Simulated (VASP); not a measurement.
# Te2Pt (P-3m1) in VASP: a series of runs

Te2Pt is run at these levels: PBE+D3(BJ); tasks: relaxation of the atoms.

Everything below comes from runs of VASP 6.6.1. Logs are shortened: lines on timing, memory, paths and dates and some standing lists are left out, and cuts for length are marked.

## Step 1: The cell of the first run

The structure is trigonal, space group P-3m1 (No. 164). The conventional cell has a = 3.810 Å, b = 3.810 Å, c = 4.786 Å, α = 90.00°, β = 90.00°, γ = 120.00°. Te (site symmetry 3m) has 3 Pt at 2.58 Å and 6 Te at 3.03 to 3.49 Å within 3.5 Å. Within 3.4 Å of Pt (site symmetry -3m) lie 6 Te at 2.58 Å.

## Step 2: Relaxation of the atoms, PBE+D3(BJ) (equal strain along all axes, cell held: -6.0 %)

The input, INCAR:

```
ALGO = Normal
EDIFF = 1E-7
EDIFFG = -0.008
ENCUT = 450
GGA = PE
GGA_COMPAT = F
IBRION = 2
ISIF = 2
ISMEAR = 0
IVDW = 12
LASPH = T
LCHARG = F
LREAL = F
LWAVE = F
NELM = 120
NELMIN = 4
NSW = 60
PREC = Accurate
SIGMA = 0.1
```

The input, KPOINTS:

```
k-points
0
Gamma
  12 12 8
```

The input, POSCAR:

```
Te2Pt
1.0
    3.8101409201      0.0000000000      0.0000000000
   -1.9050704600      3.2996788288      0.0000000000
    0.0000000000      0.0000000000      4.7855050709
Te Pt
2 1
Direct
    0.3333333333      0.6666666667      0.2829541022
    0.6666666667      0.3333333333      0.7170458978
    0.0000000000      0.0000000000      0.0000000000
```

Potentials or basis: VASP PAW PBE potentials, release 64 (Te, Pt).

On the command line:

```console
> cat potpaw_PBE.64/Te/POTCAR potpaw_PBE.64/Pt/POTCAR > POTCAR
> mpirun -np 1 vasp_std > vasp.out
```

OUTCAR:

```text
EDIFF = 1E-7
   EDIFFG = -0.008
   ENCUT = 450
   GGA = PE
   IBRION = 2
   ISIF = 2
   ISMEAR = 0
   IVDW = 12
   LASPH = T
   LREAL = F
   NELM = 120
   NELMIN = 4
   NSW = 60
   PREC = Accurate
 IVDW          = 12

 ion  position               nearest neighbor table
   1  0.333  0.667  0.283-   3 2.58   3 2.58   3 2.58   2 3.03   2 3.03   2 3.03   2 3.49   2 3.49
                             2 3.49
   2  0.667  0.333  0.717-   3 2.58   3 2.58   3 2.58   1 3.03   1 3.03   1 3.03   1 3.49   1 3.49
                             1 3.49
   3  0.000  0.000  0.000-   1 2.58   2 2.58   1 2.58   2 2.58   2 2.58   1 2.58

  LATTYP: Found a hexagonal cell.
 ALAT       =     3.8101409201
 C/A-ratio  =     1.2559916211

  Lattice vectors:

 A1 = (   3.8101409201,   0.0000000000,   0.0000000000)
 A2 = (  -1.9050704600,   3.2996788288,   0.0000000000)
 A3 = (   0.0000000000,   0.0000000000,   4.7855050709)

Analysis of symmetry for initial positions (statically):
=====================================================================
 Subroutine PRICEL returns:
 Original cell was already a primitive cell.

 Routine SETGRP: Setting up the symmetry group for a
 hexagonal supercell.

 Subroutine GETGRP returns: Found 12 space group operations
 (whereof 12 operations were pure point group operations)
 out of a pool of 24 trial point group operations.

The static configuration has the point symmetry D_3d.

Analysis of symmetry for dynamics (positions and initial velocities):
=====================================================================
 Subroutine PRICEL returns:
 Original cell was already a primitive cell.

 Routine SETGRP: Setting up the symmetry group for a
 hexagonal supercell.

 Subroutine GETGRP returns: Found 12 space group operations
 (whereof 12 operations were pure point group operations)
 out of a pool of 24 trial point group operations.

The dynamic configuration has the point symmetry D_3d.

 Subroutine INISYM returns: Found 12 space group operations
 (whereof 12 operations are pure point group operations),
 and found     1 'primitive' translations

----------------------------------------------------------------------------------------

                                     Primitive cell

  volume of cell :      60.1645

  direct lattice vectors                    reciprocal lattice vectors
     3.810140920  0.000000000  0.000000000     0.262457484  0.151529899  0.000000000
    -1.905070460  3.299678829  0.000000000     0.000000000  0.303059798  0.000000000
     0.000000000  0.000000000  4.785505071     0.000000000  0.000000000  0.208964359

  length of vectors
     3.810140920  3.810140920  4.785505071     0.303059798  0.303059798  0.208964359

  position of ions in fractional coordinates (direct lattice)
     0.333333333  0.666666667  0.282954102
     0.666666667  0.333333333  0.717045898
     0.000000000  0.000000000  0.000000000

  ion indices of the primitive-cell ions
   primitive index   ion index
                 1           1
                 2           2
                 3           3

----------------------------------------------------------------------------------------

 KPOINTS: k-points

Automatic generation of k-mesh.
 Grid dimensions read from file:
 generate k-points for:   12   12    8

 Generating k-lattice:

  Cartesian coordinates                     Fractional coordinates (reciprocal lattice)
     0.021871457  0.012627492  0.000000000     0.083333333  0.000000000  0.000000000
     0.000000000  0.025254983  0.000000000     0.000000000  0.083333333  0.000000000
     0.000000000  0.000000000  0.026120545     0.000000000  0.000000000  0.125000000

  Length of vectors
     0.025254983  0.025254983  0.026120545

  Shift w.r.t. Gamma in fractional coordinates (k-lattice)
     0.000000000  0.000000000  0.000000000

 Subroutine IBZKPT returns following result:
 ===========================================

 Found    131 irreducible k-points:

 Following reciprocal coordinates:
            Coordinates               Weight
  0.000000  0.000000  0.000000      1.000000
  0.083333  0.000000  0.000000      6.000000
  0.166667  0.000000  0.000000      6.000000
  0.250000  0.000000  0.000000      6.000000
  0.333333  0.000000  0.000000      6.000000
  0.416667  0.000000  0.000000      6.000000
[... 16 lines left out ...]
  0.166667  0.000000  0.125000      6.000000
  0.000000  0.166667  0.125000      6.000000
 [... further k-points ...]
   k-points           NKPTS =    131   k-points in BZ     NKDIM =    131   number of bands    NBANDS=     15
   number of dos      NEDOS =    301   number of ions     NIONS =      3
   total plane-waves  NPLWV =  28224
   dimension x,y,z NGX =    28 NGY =   28 NGZ =   36
   dimension x,y,z NGXF=    56 NGYF=   56 NGZF=   72
   ions per type =               2   1
   NGX,Y,Z   is equivalent  to a cutoff of  12.22, 12.22, 12.51 a.u.
   NGXF,Y,Z  is equivalent  to a cutoff of  24.43, 24.43, 25.01 a.u.
 SYSTEM =  unknown system
   PREC   = accura    normal or accurate (medium, high low for compatibility)
   ISTART =      0    job   : 0-new  1-cont  2-samecut
   ICHARG =      2    charge: 1-file 2-atom 10-const
   ISPIN  =      1    spin polarized calculation?
   LNONCOLLINEAR =      F non collinear calculations
   LSORBIT =      F    spin-orbit coupling
   LASPH  =      T    aspherical Exc in radial PAW
   ENCUT  =  450.0 eV  33.07 Ry    5.75 a.u.   6.59  6.59  8.28*2*pi/ulx,y,z
   NELM   =    120;   NELMIN=  4; NELMDL= -5     # of ELM steps
   EDIFF  = 0.1E-06   stopping-criterion for ELM
   LREAL  =      F    real-space projection
   EDIFFG = -.8E-02   stopping-criterion for IOM
   NSW    =     60    number of steps for IOM
   IBRION =      2    ionic relax: 0-MD 1-quasi-New 2-CG
   NFREE  =      1    steps in history (QN), initial steepest desc. (CG)
   ISIF   =      2    stress and relaxation
   ISYM   =      2    0-nonsym 1-usesym 2-fastsym
   POTIM  = 0.5000    time-step for ionic-motion
   TEBEG  =    0.0;   TEEND  =   0.0 temperature during run
   PSTRESS=    0.0 pullay stress
   NELECT =      22.0000    total number of electrons
   NUPDOWN=      -1.0000    fix difference up-down
   EMIN   =  10.00;   EMAX   =-10.00  energy-range for DOS
   EFERMI =   0.00;   METHOD = LEGACY
   ISMEAR =     0;   SIGMA  =   0.10  broadening in eV -4-tet -1-fermi 0-gaus
   EFERMI_NEDOS =   21; number of points for ismear=-14 and -15
   IALGO  =     38    algorithm
   IMIX   =      4    mixing-type and parameters
     AMIX     =   0.40;   BMIX     =  1.00
     AMIX_MAG =   1.60;   BMIX_MAG =  1.00
  volume/ion in A,a.u.               =      20.05       135.34
  Fermi-wavevector in a.u.,A,eV,Ry     =   1.170673  2.212251 18.646445  1.370475
  Thomas-Fermi vector in A             =   2.307128
   LORBIT       =      0    0 simple, 1 ext, 2 COOP (PROOUT), +10 PAW based schemes
   GGA     = PE    functional components
   LHFCALC =     F    Hartree Fock is set to
   AEXX    =    0.0000 exact exchange contribution
   IVDW    =    12    specifies the selected vdW correction
   LEPSILON=     F    determine dielectric tensor
   LRPA    =     F    only Hartree local field effects (RPA)
 conjugate gradient relaxation of ions
 non-spin polarized calculation
 Gauss-broadening in eV      SIGMA  =   0.10
  energy-cutoff  :      450.00
  volume of cell :       60.16
 maximum number of plane-waves:      1337
 NGX is ok and might be reduce to    28
   NGX = 13   NGY = 13   NGZ = 17

--------------------------------------- Ionic step        1  -------------------------------------------

 number of electron      22.0000003 magnetization

 Free energy of the ion-electron system (eV)
  ---------------------------------------------------
  ext. energy  EPLUGINS =         0.00000000
  ---------------------------------------------------
  free energy    TOTEN  =       -12.39970277 eV

  energy without entropy =      -12.39344028  energy(sigma->0) =      -12.39657152

------------------------ aborting loop because EDIFF is reached ----------------------------------------

 Edisp (eV)   -2.05001

 E8    (eV) :    -0.9390

  FORCE on cell =-STRESS in cart. coord.  units (eV):
  Direction    XX          YY          ZZ          XY          YZ          ZX
  --------------------------------------------------------------------------------------
  -------------------------------------------------------------------------------------
  Total      10.45820    10.45820     8.09498     0.00000     0.00000     0.00000
  in kB     278.50113   278.50113   215.56881     0.00000     0.00000     0.00000
  external pressure =      257.52 kB  Pullay stress =        0.00 kB
[... 63 lines left out ...]
  energy  without entropy=      -14.4586298642  energy(sigma->0) =      -14.46199587

--------------------------------------- Ionic step        3  -------------------------------------------

 number of electron      22.0000003 magnetization

 Free energy of the ion-electron system (eV)
  ---------------------------------------------------
  ext. energy  EPLUGINS =         0.00000000
  ---------------------------------------------------
  free energy    TOTEN  =       -12.41464192 eV

  energy without entropy =      -12.40792497  energy(sigma->0) =      -12.41128344

 E-fermi :  11.9044     XC(G=0): -11.5789

 val. band max:       11.9021827206   @ k =   0.1667   0.0000   0.5000
 cond. band min:      11.9136470743   @ k =   0.0000   0.4167   0.3750
 fundamental gap:      0.0114643536
 Fermi energy:        11.9043874673

 k-point     1 :       0.0000    0.0000    0.0000
  band No.  band energies     occupation
      1      -3.9300      2.00000
      2       1.2459      2.00000
      3       3.6385      2.00000
      4       5.3473      2.00000
      5       5.3473      2.00000
      6       7.4445      2.00000
      7       7.4445      2.00000
      8       8.5433      2.00000
      9      11.4956      2.00000
     10      11.4956      2.00000
     11      12.2442      0.00000
     12      12.2442      0.00000
     13      13.3066      0.00000
     14      14.9081      0.00000
     15      17.4527      0.00000
[... 397 lines left out ...]
 k-point    24 :       0.0000    0.1667    0.1250
  band No.  band energies     occupation
      1      -3.4690      2.00000
      2       0.5876      2.00000
      3       4.1900      2.00000
      4       5.4507      2.00000
      5       5.9678      2.00000
      6       6.8714      2.00000
      7       7.3554      2.00000
      8       8.0863      2.00000
      9       9.4290      2.00000
     10      10.6936      2.00000
     11      12.1510      0.00049
     12      12.6770      0.00000
     13      13.9988      0.00000
     14      15.8903      0.00000
     15      16.6852      0.00000

 [... further k-points ...]

------------------------ aborting loop because EDIFF is reached ----------------------------------------

 Edisp (eV)   -2.05077

 E8    (eV) :    -0.9395

  FORCE on cell =-STRESS in cart. coord.  units (eV):
  Direction    XX          YY          ZZ          XY          YZ          ZX
  --------------------------------------------------------------------------------------
  -------------------------------------------------------------------------------------
  Total       9.83776     9.83776     7.82090     0.00000     0.00000     0.00000
  in kB     261.97888   261.97888   208.27014     0.00000     0.00000     0.00000
  external pressure =      244.08 kB  Pullay stress =        0.00 kB
[... 18 lines left out ...]
  FREE ENERGIE OF THE ION-ELECTRON SYSTEM (eV)
  ---------------------------------------------------
  free  energy   TOTEN  =       -14.4654106785 eV

  energy  without entropy=      -14.4586937278  energy(sigma->0) =      -14.46205220

 reached required accuracy - stopping structural energy minimisation
```

Run time: 2.6 min. Hardware: 1 thread of Intel Xeon Platinum 8488C (Sapphire Rapids), shared host; peak memory 0.25 GiB.

Results:

```
Free energy                : -14.4654 eV
Energy gained by relaxing  : 5.2 meV/atom
Ionic steps                : 3
Pressure after relaxing    : 24.4 GPa
Band gap on the k mesh     : zero (bands 11 and 12 overlap by 1.25 eV)
Dispersion energy per atom : -0.684 eV
```

The path:
| step | energy change (eV) | largest force (eV/Å) | pressure (GPa) |
| --- | --- | --- | --- |
| 1 | 0.0000 | 0.5861 | 25.75 |
| 2 | -0.0157 | 0.0319 | 24.34 |
| 3 | -0.0157 | 0.0000 | 24.41 |

Final structure:
```
CELL_PARAMETERS angstrom
3.81014 0.00000 0.00000
-1.90507 3.29968 0.00000
0.00000 0.00000 4.78551
ATOMIC_POSITIONS crystal
Te 0.33333 0.66667 0.28856
Te 0.66667 0.33333 0.71144
Pt 0.00000 0.00000 0.00000
```

Caveat: the cell differs from its parent crystal (equal strain along all axes, cell held: -6.0 %); spin-orbit coupling is left out, which moves the levels of the heavy elements.

(Continued in part 2 of 2.)
